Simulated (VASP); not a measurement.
Wanted: the native input for a VASP 6.6.1 run.

- Task: relaxation of cell and atoms
- Functional: PBE
- Potentials or basis: VASP PAW PBE potentials, release 64 (Si, C)
- Cutoff: 600 eV
- k mesh: 6 × 6 × 4
- Occupations: gaussian, width 0.01 eV
- Spin: no spin polarisation
- Target pressure: 10 GPa
- Dipole correction: no
- Further INCAR settings: ALGO = Normal; EDIFF = 1e-07; IBRION = 2; EDIFFG = -0.05; NSW = 80; ISIF = 3

The structure of SiC lies in POSCAR:

```
SiC
1.0
    3.0760000000      0.0000000000      0.0000000000
   -1.5380000000      2.6638940000      0.0000000000
    0.0000000000      0.0000000000      5.0480000000
Si C
2 2
Direct
    0.3333333333      0.6666666667      0.0000000000
    0.6666666667      0.3333333333      0.5000000000
    0.3333333333      0.6666666667      0.3850000000
    0.6666666667      0.3333333333      0.8850000000
```

These files were run (other wordings do the same):

INCAR

```
ALGO = Normal
EDIFF = 1E-7
EDIFFG = -0.05
ENCUT = 600
GGA = PE
GGA_COMPAT = F
IBRION = 2
ISIF = 3
ISMEAR = 0
LASPH = T
LCHARG = F
LREAL = F
LWAVE = F
NELM = 120
NELMIN = 4
NSW = 80
PREC = Accurate
PSTRESS = 100.0
SIGMA = 0.01
```

KPOINTS

```
k-points
0
Gamma
  6 6 4
```

Potentials or basis: VASP PAW PBE potentials, release 64 (Si, C).

Launch:

```bash
$ cat potpaw_PBE.64/Si/POTCAR potpaw_PBE.64/C/POTCAR > POTCAR
$ mpirun -np 1 vasp_std > vasp.out
```

It gave:

- Relaxed volume: 10.06 Å³/atom
- Relaxed cell: a = 3.048 Å, b = 3.048 Å, c = 4.999 Å, α = 90.00°, β = 90.00°, γ = 120.00°
- Space group after relaxing (to 0.1 Å): P6_3mc (No. 186)
- Energy change on relaxing (the run minimises the enthalpy): +2.7 meV/atom
- Ionic steps: 5
- Pressure after relaxing: 9.9 GPa
- Largest force after relaxing: 0.034 eV/Å
- Band gap on the k mesh: 2.22 eV (least direct gap 4.01 eV)

Caveat: the cell is relaxed towards a set pressure, so the run minimises the enthalpy, not the energy; the relaxation stopped at a loose force limit of 0.05 eV/Å, so its end isn't a converged minimum.

Run time: 63 s on 1 thread of Intel(R) Xeon(R) Platinum 8375C CPU @ 2.90GHz (Ice Lake), on a shared host, peak memory 0.17 GiB.
